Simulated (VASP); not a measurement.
# Ni in VASP: notebook

The runs below take Ni through single point, with LDA.

Everything below comes from runs of VASP 6.6.1. Logs are shortened: lines on timing, memory, paths and dates and some standing lists are left out, and cuts for length are marked.

### 1 The cell of the first run

It takes space group I4/mmm (No. 139, tetragonal). Conventional cell: a = 2.331 Å, b = 2.331 Å, c = 3.681 Å, α = 90.00°, β = 90.00°, γ = 90.00°. Within 3.1 Å of Ni (site symmetry 4/mmm) lie 12 Ni at 2.33 to 2.47 Å.

### 2 Single point, LDA, collinear spin, ferromagnetic start

Contents of INCAR:

```
SYSTEM = Ni
PREC = Accurate ; ENCUT = 520
EDIFF = 1E-7 ; ISMEAR = 0
SIGMA = 0.15 ; LREAL = .False.
LASPH = .True. ; NELM = 150
ALGO = Fast ; ISIF = 2
LWAVE = .False. ; LCHARG = .False.
ISPIN = 2 ; MAGMOM = 0.7
LORBIT = 11 ; LMAXMIX = 4
GGA = CA ; NBANDS = 15
```

Contents of KPOINTS:

```
Automatic mesh
0
Gamma
  22 22 22
  0 0 0
```

Contents of POSCAR:

```
Ni
1.0
    0.0000000000      1.6479213056      1.8405354842
    1.6479213056      0.0000000000      1.8405354842
    1.6479213056      1.6479213056      0.0000000000
Ni
1
Direct
    0.0000000000      0.0000000000      0.0000000000
```

Potentials or basis: VASP PAW LDA potentials, release 64 (Ni).

On the command line:

```sh
$ cat potpaw_LDA.64/Ni/POTCAR > POTCAR
$ mpirun -np 1 vasp_std > vasp.out
```

OUTCAR:

```text
SYSTEM = Ni
   PREC = Accurate
   ENCUT = 520
   EDIFF = 1E-7
   ISMEAR = 0
   LREAL = .False.
   LASPH = .True.
   NELM = 150
   ISIF = 2
   ISPIN = 2
   LORBIT = 11
   GGA = CA

 ion  position               nearest neighbor table
   1  0.000  0.000  0.000-

  LATTYP: Found a body centered tetragonal cell.
 ALAT       =     2.3305126601
 C/A-ratio  =     1.5795112515

  Lattice vectors:

 A1 = (  -1.6479213056,   0.0000000000,   1.8405354842)
 A2 = (   1.6479213056,   0.0000000000,   1.8405354842)
 A3 = (   0.0000000000,   1.6479213056,  -1.8405354842)

Analysis of symmetry for initial positions (statically):
=====================================================================
 Subroutine PRICEL returns:
 Original cell was already a primitive cell.

 Routine SETGRP: Setting up the symmetry group for a
 body centered tetragonal supercell.

 Subroutine GETGRP returns: Found 16 space group operations
 (whereof 16 operations were pure point group operations)
 out of a pool of 16 trial point group operations.

The static configuration has the point symmetry D_4h.

Analysis of symmetry for dynamics (positions and initial velocities):
=====================================================================
 Subroutine PRICEL returns:
 Original cell was already a primitive cell.

 Routine SETGRP: Setting up the symmetry group for a
 body centered tetragonal supercell.

 Subroutine GETGRP returns: Found 16 space group operations
 (whereof 16 operations were pure point group operations)
 out of a pool of 16 trial point group operations.

The dynamic configuration has the point symmetry D_4h.

Analysis of structural, dynamic, and magnetic symmetry:
=====================================================================
 Subroutine PRICEL returns:
 Original cell was already a primitive cell.

 Routine SETGRP: Setting up the symmetry group for a
 body centered tetragonal supercell.

 Subroutine GETGRP returns: Found 16 space group operations
 (whereof 16 operations were pure point group operations)
 out of a pool of 16 trial point group operations.

The overall configuration has the point symmetry D_4h.

 Subroutine INISYM returns: Found 16 space group operations
 (whereof 16 operations are pure point group operations),
 and found     1 'primitive' translations

----------------------------------------------------------------------------------------

                                     Primitive cell

  volume of cell :       9.9965

  direct lattice vectors                    reciprocal lattice vectors
     0.000000000  1.647921306  1.840535484    -0.303412547  0.303412547  0.271660071
     1.647921306  0.000000000  1.840535484     0.303412547 -0.303412547  0.271660071
     1.647921306  1.647921306  0.000000000     0.303412547  0.303412547 -0.271660071

  length of vectors
     2.470468680  2.470468680  2.330512660     0.507855827  0.507855827  0.507855827

  position of ions in fractional coordinates (direct lattice)
     0.000000000  0.000000000  0.000000000

  ion indices of the primitive-cell ions
   primitive index   ion index
                 1           1

----------------------------------------------------------------------------------------

 KPOINTS: Automatic mesh

Automatic generation of k-mesh.
 Grid dimensions read from file:
 generate k-points for:   22   22   22

 Generating k-lattice:

  Cartesian coordinates                     Fractional coordinates (reciprocal lattice)
    -0.013791479  0.013791479  0.012348185     0.045454545  0.000000000  0.000000000
     0.013791479 -0.013791479  0.012348185     0.000000000  0.045454545  0.000000000
     0.013791479  0.013791479 -0.012348185     0.000000000  0.000000000  0.045454545

  Length of vectors
     0.023084356  0.023084356  0.023084356

  Shift w.r.t. Gamma in fractional coordinates (k-lattice)
     0.000000000  0.000000000  0.000000000

 Subroutine IBZKPT returns following result:
 ===========================================

 Found    834 irreducible k-points:

 Following reciprocal coordinates:
            Coordinates               Weight
  0.000000  0.000000  0.000000      1.000000
  0.045455  0.000000  0.000000      8.000000
  0.090909  0.000000  0.000000      8.000000
  0.136364  0.000000  0.000000      8.000000
  0.181818  0.000000  0.000000      8.000000
  0.227273  0.000000  0.000000      8.000000
[... 16 lines left out ...]
  0.500000  0.045455  0.000000      8.000000
 -0.454545  0.045455  0.000000      8.000000
 [... further k-points ...]
   k-points           NKPTS =    834   k-points in BZ     NKDIM =    834   number of bands    NBANDS=     15
   number of dos      NEDOS =    301   number of ions     NIONS =      1
   total plane-waves  NPLWV =   5832
   dimension x,y,z NGX =    18 NGY =   18 NGZ =   18
   dimension x,y,z NGXF=    36 NGYF=   36 NGZF=   36
   ions per type =               1
   NGX,Y,Z   is equivalent  to a cutoff of  12.11, 12.11, 12.84 a.u.
   NGXF,Y,Z  is equivalent  to a cutoff of  24.23, 24.23, 25.68 a.u.
 SYSTEM =  Ni
   PREC   = accura    normal or accurate (medium, high low for compatibility)
   ISTART =      0    job   : 0-new  1-cont  2-samecut
   ICHARG =      2    charge: 1-file 2-atom 10-const
   ISPIN  =      2    spin polarized calculation?
   LNONCOLLINEAR =      F non collinear calculations
   LSORBIT =      F    spin-orbit coupling
   LASPH  =      T    aspherical Exc in radial PAW
   ENCUT  =  520.0 eV  38.22 Ry    6.18 a.u.   4.59  4.59  4.33*2*pi/ulx,y,z
   NELM   =    150;   NELMIN=  2; NELMDL= -5     # of ELM steps
   EDIFF  = 0.1E-06   stopping-criterion for ELM
   LREAL  =      F    real-space projection
   EDIFFG = 0.1E-05   stopping-criterion for IOM
   NSW    =      0    number of steps for IOM
   IBRION =     -1    ionic relax: 0-MD 1-quasi-New 2-CG
   NFREE  =      0    steps in history (QN), initial steepest desc. (CG)
   ISIF   =      2    stress and relaxation
   ISYM   =      2    0-nonsym 1-usesym 2-fastsym
   POTIM  = 0.5000    time-step for ionic-motion
   TEBEG  =    0.0;   TEEND  =   0.0 temperature during run
   PSTRESS=    0.0 pullay stress
   NELECT =      10.0000    total number of electrons
   NUPDOWN=      -1.0000    fix difference up-down
   EMIN   =  10.00;   EMAX   =-10.00  energy-range for DOS
   EFERMI =   0.00;   METHOD = LEGACY
   ISMEAR =     0;   SIGMA  =   0.15  broadening in eV -4-tet -1-fermi 0-gaus
   EFERMI_NEDOS =   21; number of points for ismear=-14 and -15
   IALGO  =     68    algorithm
   IMIX   =      4    mixing-type and parameters
     AMIX     =   0.40;   BMIX     =  1.00
     AMIX_MAG =   1.60;   BMIX_MAG =  1.00
  volume/ion in A,a.u.               =      10.00        67.46
  Fermi-wavevector in a.u.,A,eV,Ry     =   1.637291  3.094031 36.473420  2.680721
  Thomas-Fermi vector in A             =   2.728455
   LORBIT       =     11    0 simple, 1 ext, 2 COOP (PROOUT), +10 PAW based schemes
   GGA     = CA    functional components
   LHFCALC =     F    Hartree Fock is set to
   AEXX    =    0.0000 exact exchange contribution
   IVDW    =     0    specifies the selected vdW correction
   LEPSILON=     F    determine dielectric tensor
   LRPA    =     F    only Hartree local field effects (RPA)
 spin polarized calculation
 RMM-DIIS sequential band-by-band and
 Gauss-broadening in eV      SIGMA  =   0.15
  energy-cutoff  :      520.00
  volume of cell :       10.00
 maximum number of plane-waves:       281
   NGX =  9   NGY =  9   NGZ =  9

 number of electron      10.0000000 magnetization       0.7000000

 number of electron       9.9999997 magnetization       0.5421970

 Free energy of the ion-electron system (eV)
  ---------------------------------------------------
  ext. energy  EPLUGINS =         0.00000000
  ---------------------------------------------------
  free energy    TOTEN  =        -6.54750440 eV

  energy without entropy =       -6.52616906  energy(sigma->0) =       -6.53683673

 E-fermi :  10.2633     XC(G=0): -14.1190

 val. band max:       10.2631182510   @ k =  -0.2727   0.2273   0.4545
 cond. band min:      10.2634598461   @ k =   0.3182   0.2727   0.0455
 fundamental gap:      0.0003415951
 Fermi energy:        10.2633325962

 spin component 1

 k-point     1 :       0.0000    0.0000    0.0000
  band No.  band energies     occupation
      1       0.7076      1.00000
      2       7.2306      1.00000
      3       8.0686      1.00000
      4       8.0686      1.00000
      5       8.5730      1.00000
      6       9.4354      1.00000
      7      35.0322      0.00000
      8      38.1735      0.00000
      9      39.7879      0.00000
     10      39.7879      0.00000
     11      42.4386      0.00000
     12      42.4386      0.00000
     13      43.2001      0.00000
     14      44.5232      0.00000
     15      46.6593      0.00000

 k-point     2 :       0.0455    0.0000    0.0000
  band No.  band energies     occupation
      1       0.7944      1.00000
      2       7.2445      1.00000
      3       8.0497      1.00000
      4       8.0883      1.00000
      5       8.5721      1.00000
      6       9.4196      1.00000
      7      34.8176      0.00000
      8      37.6393      0.00000
      9      38.9455      0.00000
     10      39.5967      0.00000
     11      42.5673      0.00000
     12      42.7542      0.00000
     13      43.5937      0.00000
     14      45.2433      0.00000
     15      47.0097      0.00000
[... 365 lines left out ...]
      3       8.1638      1.00000
      4       9.2871      1.00000
      5       9.7212      1.00000
      6      10.5893      0.00106
      7      16.8481      0.00000
      8      30.8849      0.00000
      9      36.2317      0.00000
     10      37.6160      0.00000
     11      38.3020      0.00000
     12      41.9469      0.00000
     13      47.0660      0.00000
     14      57.6553      0.00000
     15      58.8453      0.00000

 k-point    24 :      -0.4545    0.0455    0.0000
  band No.  band energies     occupation
      1       5.0895      1.00000
      2       7.3432      1.00000
      3       8.1592      1.00000
      4       9.2251      1.00000
      5       9.6851      1.00000
      6      10.6170      0.00043
      7      16.9237      0.00000
      8      30.7701      0.00000
      9      36.2162      0.00000
     10      38.2179      0.00000
     11      38.5262      0.00000
     12      41.4575      0.00000
     13      46.8367      0.00000
     14      56.8957      0.00000
     15      57.6090      0.00000

 [... further k-points ...]

 spin component 2

 k-point     1 :       0.0000    0.0000    0.0000
  band No.  band energies     occupation
      1       0.7528      1.00000
      2       7.7756      1.00000
      3       8.6223      1.00000
      4       8.6223      1.00000
      5       9.0775      1.00000
      6       9.9576      0.99803
      7      35.0263      0.00000
      8      38.1764      0.00000
      9      39.8537      0.00000
     10      39.8537      0.00000
     11      42.5769      0.00000
     12      42.5769      0.00000
     13      43.3915      0.00000
     14      44.5292      0.00000
     15      46.8536      0.00000

 k-point     2 :       0.0455    0.0000    0.0000
  band No.  band energies     occupation
      1       0.8397      1.00000
      2       7.7893      1.00000
      3       8.6019      1.00000
      4       8.6426      1.00000
      5       9.0764      1.00000
      6       9.9411      0.99881
      7      34.8263      0.00000
      8      37.6625      0.00000
      9      39.0149      0.00000
     10      39.6726      0.00000
     11      42.6842      0.00000
     12      42.8816      0.00000
     13      43.7414      0.00000
     14      45.3025      0.00000
     15      47.1761      0.00000
[... 365 lines left out ...]
      3       8.6665      1.00000
      4       9.5443      1.00000
      5      10.3079      0.33727
      6      10.9679      0.00000
      7      17.1890      0.00000
      8      30.9434      0.00000
      9      36.2913      0.00000
     10      37.7235      0.00000
     11      38.4345      0.00000
     12      42.0542      0.00000
     13      47.2400      0.00000
     14      57.7546      0.00000
     15      58.9817      0.00000

 k-point    24 :      -0.4545    0.0455    0.0000
  band No.  band energies     occupation
      1       5.4277      1.00000
      2       7.8361      1.00000
      3       8.6614      1.00000
      4       9.4716      1.00000
      5      10.2708      0.47181
      6      11.0103      0.00000
      7      17.2608      0.00000
      8      30.8334      0.00000
      9      36.2688      0.00000
     10      38.3232      0.00000
     11      38.6574      0.00000
     12      41.5691      0.00000
     13      47.0081      0.00000
     14      57.1214      0.00000
     15      57.7386      0.00000

 [... further k-points ...]
[... 5 lines left out ...]
  --------------------------------------------------------------------------------------
  -------------------------------------------------------------------------------------
  Total        0.5062178      0.5062178     -0.6605810      0.0000000      0.0000000     -0.0000000
  in kB       81.1336216     81.1336216   -105.8740494      0.0000000      0.0000000     -0.0000000
  external PRESSURE =      18.7977312 kB  Pullay stress =       0.0000000 kB

 VOLUME and BASIS-vectors are now :
 -----------------------------------------------------------------------------
  energy-cutoff  :      520.00
  volume of cell :       10.00
      direct lattice vectors                 reciprocal lattice vectors
     0.000000000  1.647921306  1.840535484    -0.303412547  0.303412547  0.271660071
     1.647921306  0.000000000  1.840535484     0.303412547 -0.303412547  0.271660071
     1.647921306  1.647921306  0.000000000     0.303412547  0.303412547 -0.271660071

 POSITION                                       TOTAL-FORCE (eV/Angst)
 -----------------------------------------------------------------------------------
      0.00000      0.00000      0.00000         0.000000      0.000000      0.000000
 -----------------------------------------------------------------------------------
    total drift:                                0.000000     -0.000000     -0.000000

  FREE ENERGIE OF THE ION-ELECTRON SYSTEM (eV)
  ---------------------------------------------------
  free  energy   TOTEN  =        -6.5475043994 eV

  energy  without entropy=       -6.5261690636  energy(sigma->0) =       -6.53683673

 total charge

# of ion       s       p       d       tot
------------------------------------------
    1        0.537   0.574   8.377   9.488

 magnetization (x)

# of ion       s       p       d       tot
------------------------------------------
    1       -0.004  -0.016   0.562   0.542
```

It took 2 min on 1 thread of Intel Xeon 6975P-C (Granite Rapids), shared host; peak memory 0.27 GiB.

What came out:

```
Free energy                                           : -6.5475 eV
Pressure                                              : 1.9 GPa
Net moment                                            : 0.54 μB per cell
Site moments                                          : Ni +0.54 μB
Valence electrons inside the program's atomic spheres : Ni 9.49
```

Stress tensor (GPa, compression positive):
```
  8.11   0.00   0.00
  0.00   8.11   0.00
  0.00   0.00 -10.59
```

Levels at points of the mesh, in eV from the Fermi level:
Spin up:
| k point | band 2 | band 3 | band 4 | band 5 | band 6 | band 7 | band 8 | band 9 |
| --- | --- | --- | --- | --- | --- | --- | --- | --- |
| (0.00, 0.00, 0.00) | -3.03 | -2.19 | -2.19 | -1.69 | -0.83 | 24.77 | 27.91 | 29.52 |
| (0.50, 0.00, 0.00) | -2.91 | -2.13 | -0.55 | -0.34 | -0.29 | 6.47 | 21.34 | 26.16 |
| (0.50, 0.50, 0.00) | -4.51 | -0.33 | -0.27 | -0.27 | 0.87 | 8.13 | 17.60 | 17.60 |
| (0.50, 0.00, 0.50) | -4.50 | -0.53 | -0.47 | 0.05 | 3.50 | 11.15 | 14.76 | 14.86 |
Spin down:
| k point | band 2 | band 3 | band 4 | band 5 | band 6 | band 7 | band 8 | band 9 |
| --- | --- | --- | --- | --- | --- | --- | --- | --- |
| (0.00, 0.00, 0.00) | -2.49 | -1.64 | -1.64 | -1.19 | -0.31 | 24.76 | 27.91 | 29.59 |
| (0.50, 0.00, 0.00) | -2.41 | -1.63 | -0.30 | 0.04 | 0.30 | 6.82 | 21.37 | 26.23 |
| (0.50, 0.50, 0.00) | -4.04 | 0.21 | 0.35 | 0.35 | 0.92 | 8.42 | 17.67 | 17.67 |
| (0.50, 0.00, 0.50) | -4.05 | 0.07 | 0.09 | 0.70 | 3.56 | 11.40 | 14.82 | 14.95 |

Caveat: the cell differs from its parent crystal (strain +e along x and -e along y +0.0000, strain +e along z and -e/2 along x and y +0.0750).

[end of part 1 of 2]
